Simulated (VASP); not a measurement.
# BP (vib) (F-43m) in VASP: further runs

The runs below take BP (vib) through single point, relaxation of cell and atoms, with LDA.

Everything below comes from runs of VASP 6.6.1. Logs are shortened: lines on timing, memory, paths and dates and some standing lists are left out, and cuts for length are marked.

### Step 1. The cell of the first run

Symmetry: F-43m, No. 216, cubic system. Conventional cell: a = 4.491 Å, b = 4.491 Å, c = 4.491 Å, α = 90.00°, β = 90.00°, γ = 90.00°. B (site symmetry -43m) has 4 P at 1.94 Å within 2.6 Å. P (site symmetry -43m) has 4 B at 1.94 Å within 2.6 Å.

### Step 2. Single point, LDA

INCAR

```
SYSTEM = BP
PREC = Accurate
ENCUT = 500
EDIFF = 1E-6
ISMEAR = 0
SIGMA = 0.02
LREAL = .FALSE.
LASPH = .TRUE.
NELM = 120
ALGO = Normal
ISIF = 2
LWAVE = .FALSE.
LCHARG = .TRUE.
LELF = .TRUE.
LVHAR = .TRUE.
NBANDS = 11
GGA_COMPAT = .FALSE.
```

KPOINTS

```
regular mesh
0
G
  8 8 8
  0 0 0
```

POSCAR

```
BP
1.0
    0.0000000000      2.2453767526      2.2453767526
    2.2453767526      0.0000000000      2.2453767526
    2.2453767526      2.2453767526      0.0000000000
B P
1 1
Direct
    0.0000000000      0.0000000000      0.0000000000
    0.7500000000      0.7500000000      0.7500000000
```

Potentials or basis: VASP PAW LDA potentials, release 64 (B, P).

Run with:

```console
> cat potpaw_LDA.64/B/POTCAR potpaw_LDA.64/P/POTCAR > POTCAR
> mpirun -np 1 vasp_std > vasp.out
```

OUTCAR:

```text
SYSTEM = BP
   PREC = Accurate
   ENCUT = 500
   EDIFF = 1E-6
   ISMEAR = 0
   LREAL = .FALSE.
   LASPH = .TRUE.
   NELM = 120
   ISIF = 2

 ion  position               nearest neighbor table
   1  0.000  0.000  0.000-   2 1.94   2 1.94   2 1.94   2 1.94
   2  0.750  0.750  0.750-   1 1.94   1 1.94   1 1.94   1 1.94

  LATTYP: Found a face centered cubic cell.
 ALAT       =     4.4907535052

  Lattice vectors:

 A1 = (   0.0000000000,   2.2453767526,   2.2453767526)
 A2 = (   2.2453767526,   0.0000000000,   2.2453767526)
 A3 = (   2.2453767526,   2.2453767526,   0.0000000000)

Analysis of symmetry for initial positions (statically):
=====================================================================
 Subroutine PRICEL returns:
 Original cell was already a primitive cell.

 Routine SETGRP: Setting up the symmetry group for a
 face centered cubic supercell.

 Subroutine GETGRP returns: Found 24 space group operations
 (whereof 24 operations were pure point group operations)
 out of a pool of 48 trial point group operations.

The static configuration has the point symmetry T_d .

Analysis of symmetry for dynamics (positions and initial velocities):
=====================================================================
 Subroutine PRICEL returns:
 Original cell was already a primitive cell.

 Routine SETGRP: Setting up the symmetry group for a
 face centered cubic supercell.

 Subroutine GETGRP returns: Found 24 space group operations
 (whereof 24 operations were pure point group operations)
 out of a pool of 48 trial point group operations.

The dynamic configuration has the point symmetry T_d .

 Subroutine INISYM returns: Found 24 space group operations
 (whereof 24 operations are pure point group operations),
 and found     1 'primitive' translations

----------------------------------------------------------------------------------------

                                     Primitive cell

  volume of cell :      22.6411

  direct lattice vectors                    reciprocal lattice vectors
     0.000000000  2.245376753  2.245376753    -0.222679779  0.222679779  0.222679779
     2.245376753  0.000000000  2.245376753     0.222679779 -0.222679779  0.222679779
     2.245376753  2.245376753  0.000000000     0.222679779  0.222679779 -0.222679779

  length of vectors
     3.175442256  3.175442256  3.175442256     0.385692692  0.385692692  0.385692692

  position of ions in fractional coordinates (direct lattice)
     0.000000000  0.000000000  0.000000000
     0.750000000  0.750000000  0.750000000

  ion indices of the primitive-cell ions
[... 79 lines left out ...]
   IBRION =     -1    ionic relax: 0-MD 1-quasi-New 2-CG
   NFREE  =      0    steps in history (QN), initial steepest desc. (CG)
   ISIF   =      2    stress and relaxation
   ISYM   =      2    0-nonsym 1-usesym 2-fastsym
   POTIM  = 0.5000    time-step for ionic-motion
   TEBEG  =    0.0;   TEEND  =   0.0 temperature during run
   PSTRESS=    0.0 pullay stress
   NELECT =       8.0000    total number of electrons
   NUPDOWN=      -1.0000    fix difference up-down
   EMIN   =  10.00;   EMAX   =-10.00  energy-range for DOS
   EFERMI =   0.00;   METHOD = LEGACY
   ISMEAR =     0;   SIGMA  =   0.02  broadening in eV -4-tet -1-fermi 0-gaus
   EFERMI_NEDOS =   21; number of points for ismear=-14 and -15
   IALGO  =     38    algorithm
   IMIX   =      4    mixing-type and parameters
     AMIX     =   0.40;   BMIX     =  1.00
     AMIX_MAG =   1.60;   BMIX_MAG =  1.00
  volume/ion in A,a.u.               =      11.32        76.39
  Fermi-wavevector in a.u.,A,eV,Ry     =   1.157370  2.187112 18.225081  1.339506
  Thomas-Fermi vector in A             =   2.293982
   LORBIT       =      0    0 simple, 1 ext, 2 COOP (PROOUT), +10 PAW based schemes
   GGA     = CA    functional components
   LHFCALC =     F    Hartree Fock is set to
   AEXX    =    0.0000 exact exchange contribution
   IVDW    =     0    specifies the selected vdW correction
   LEPSILON=     F    determine dielectric tensor
   LRPA    =     F    only Hartree local field effects (RPA)
 non-spin polarized calculation
 Gauss-broadening in eV      SIGMA  =   0.02
  energy-cutoff  :      500.00
  volume of cell :       22.64
 maximum number of plane-waves:       588
   NGX = 11   NGY = 11   NGZ = 11

 number of electron       8.0000001 magnetization

 Free energy of the ion-electron system (eV)
  ---------------------------------------------------
  ext. energy  EPLUGINS =         0.00000000
  ---------------------------------------------------
  free energy    TOTEN  =       -14.39708586 eV

  energy without entropy =      -14.39708586  energy(sigma->0) =      -14.39708586

 E-fermi :   7.9168     XC(G=0): -11.2178

 val. band max:        7.7856853911   @ k =   0.0000   0.0000   0.0000
 cond. band min:       8.9700254655   @ k =   0.3750   0.3750   0.0000
 fundamental gap:      1.1843400744
 Fermi energy:         7.9168382225

 k-point     1 :       0.0000    0.0000    0.0000
  band No.  band energies     occupation
      1      -7.8843      2.00000
      2       7.7857      2.00000
      3       7.7857      2.00000
      4       7.7857      2.00000
      5      11.2138      0.00000
      6      11.2138      0.00000
      7      11.2138      0.00000
      8      15.6375      0.00000
      9      19.2652      0.00000
     10      20.0596      0.00000
     11      20.0596      0.00000
[... 309 lines left out ...]
 k-point    24 :      -0.3750    0.2500    0.1250
  band No.  band energies     occupation
      1      -3.7584      2.00000
      2      -0.8208      2.00000
      3       3.1856      2.00000
      4       4.5788      2.00000
      5      11.9061      0.00000
      6      13.0697      0.00000
      7      16.2450      0.00000
      8      17.6657      0.00000
      9      18.2949      0.00000
     10      22.3416      0.00000
     11      24.7095      0.00000

 [... further k-points ...]
[... 5 lines left out ...]
  --------------------------------------------------------------------------------------
  -------------------------------------------------------------------------------------
  Total       -0.0171590     -0.0171590     -0.0171590      0.0000000      0.0000000     -0.0000000
  in kB       -1.2142434     -1.2142434     -1.2142434      0.0000000      0.0000000     -0.0000000
  external PRESSURE =      -1.2142434 kB  Pullay stress =       0.0000000 kB

 VOLUME and BASIS-vectors are now :
 -----------------------------------------------------------------------------
  energy-cutoff  :      500.00
  volume of cell :       22.64
      direct lattice vectors                 reciprocal lattice vectors
     0.000000000  2.245376753  2.245376753    -0.222679779  0.222679779  0.222679779
     2.245376753  0.000000000  2.245376753     0.222679779 -0.222679779  0.222679779
     2.245376753  2.245376753  0.000000000     0.222679779  0.222679779 -0.222679779

 POSITION                                       TOTAL-FORCE (eV/Angst)
 -----------------------------------------------------------------------------------
      0.00000      0.00000      0.00000        -0.000000     -0.000000     -0.000000
      3.36807      3.36807      3.36807         0.000000      0.000000      0.000000
 -----------------------------------------------------------------------------------
    total drift:                               -0.000000     -0.000000     -0.000000

  FREE ENERGIE OF THE ION-ELECTRON SYSTEM (eV)
  ---------------------------------------------------
  free  energy   TOTEN  =       -14.3970858572 eV

  energy  without entropy=      -14.3970858572  energy(sigma->0) =      -14.39708586
```

It took 6.8 s on 1 thread of Intel Xeon 8259CL, shared host; peak memory 0.12 GiB.

Results:

| Quantity | Value |
| --- | --- |
| Free energy | -14.3971 eV |
| Pressure | -0.1 GPa |
| Band gap on the k mesh | 1.18 eV, indirect (least direct gap 3.43 eV) |

Levels at points of the mesh, in eV from the valence-band top:
| k point | band 1 | band 2 | band 3 | band 4 | band 5 | band 6 | band 7 | band 8 |
| --- | --- | --- | --- | --- | --- | --- | --- | --- |
| (0.00, 0.00, 0.00) | -15.67 | 0.00 | 0.00 | 0.00 | 3.43 | 3.43 | 3.43 | 7.85 |
| (0.50, 0.00, 0.00) | -12.22 | -9.24 | -1.79 | -1.79 | 3.97 | 4.70 | 4.70 | 10.03 |
| (0.50, 0.50, 0.00) | -10.67 | -8.65 | -4.22 | -4.22 | 1.24 | 1.53 | 12.29 | 12.29 |

A k mesh can miss the band edges. A hybrid or GW would open this gap; LDA tends to underestimate it.

### Step 3. Relaxation of cell and atoms, LDA

This run uses another cell than the first one, of 11.64 Å³/atom, 1.028 times its volume.

INCAR

```
PREC     = Accurate       # precision mode
ENCUT    = 500            # plane-wave cutoff, eV
EDIFF    = 1E-7           # SCF threshold, eV
ISMEAR   = 0              # smearing method
SIGMA    = 0.02           # smearing width, eV
LREAL    = False          # projectors in reciprocal space
LASPH    = True           # aspherical terms in the spheres
NELM     = 120            # most SCF steps
ALGO     = Normal         # electronic algorithm
ISIF     = 3              # what is computed and relaxed
LWAVE    = False          # write WAVECAR
LCHARG   = False          # write CHGCAR
GGA      = CA             # functional
IBRION   = 2              # ionic algorithm
NSW      = 100            # ionic steps
EDIFFG   = -0.002         # ionic threshold
GGA_COMPAT= False        
NELMIN   = 4
```

KPOINTS

```
regular mesh
0
Gamma
  8 8 8
```

POSCAR

```
BP
1.0
    0.0000000000      2.2660723800      2.2660723800
    2.2660723800      0.0000000000      2.2660723800
    2.2660723800      2.2660723800      0.0000000000
B P
1 1
Direct
    0.0000000000      0.0000000000      0.0000000000
    0.7500000000      0.7500000000      0.7500000000
```

Potentials or basis: VASP PAW LDA potentials, release 64 (B, P).

Run with:

```console
> cat potpaw_LDA.64/B/POTCAR potpaw_LDA.64/P/POTCAR > POTCAR
> mpirun -np 1 vasp_std > vasp.out
```

Wall time 12 s (1 thread of Intel Xeon 8259CL, shared host); peak memory 0.12 GiB.

It converged, with:

```
Free energy                            : -14.3974 eV
Relaxed volume                         : 11.31 Å³/atom
Relaxed cell                           : a = 3.175 Å, b = 3.175 Å, c = 3.175 Å, α = 60.00°, β = 60.00°, γ = 60.00°
Space group after relaxing (to 0.05 Å) : F-43m (No. 216)
Energy gained by relaxing              : 4.8 meV/atom
Ionic steps                            : 3
Pressure after relaxing                : 0.0 GPa
Band gap on the k mesh                 : 1.18 eV, indirect (least direct gap 3.43 eV)
```

The path:
| step | energy change (eV) | largest force (eV/Å) | pressure (GPa) | volume (Å³) |
| --- | --- | --- | --- | --- |
| 1 | 0.0000 | 0.0000 | -4.69 | 23.27 |
| 2 | -0.0039 | 0.0000 | 3.93 | 22.14 |
| 3 | -0.0097 | 0.0000 | -0.01 | 22.63 |

Final structure:
```
B P
1.0
     0.00000    2.24490    2.24490
     2.24490    0.00000    2.24490
     2.24490    2.24490    0.00000
B P
1 1
Direct
  0.00000 0.00000 0.00000
  0.75000 0.75000 0.75000
```

Levels at points of the mesh, in eV from the valence-band top:
```
           k point  band 1  band 2  band 3  band 4  band 5  band 6  band 7  band 8
(0.00, 0.00, 0.00)  -15.68    0.00    0.00    0.00    3.43    3.43    3.43    7.86
(0.50, 0.00, 0.00)  -12.22   -9.24   -1.79   -1.79    3.98    4.70    4.70   10.04
(0.50, 0.50, 0.00)  -10.68   -8.65   -4.22   -4.22    1.24    1.53   12.30   12.30
```

A k mesh can miss the band edges.
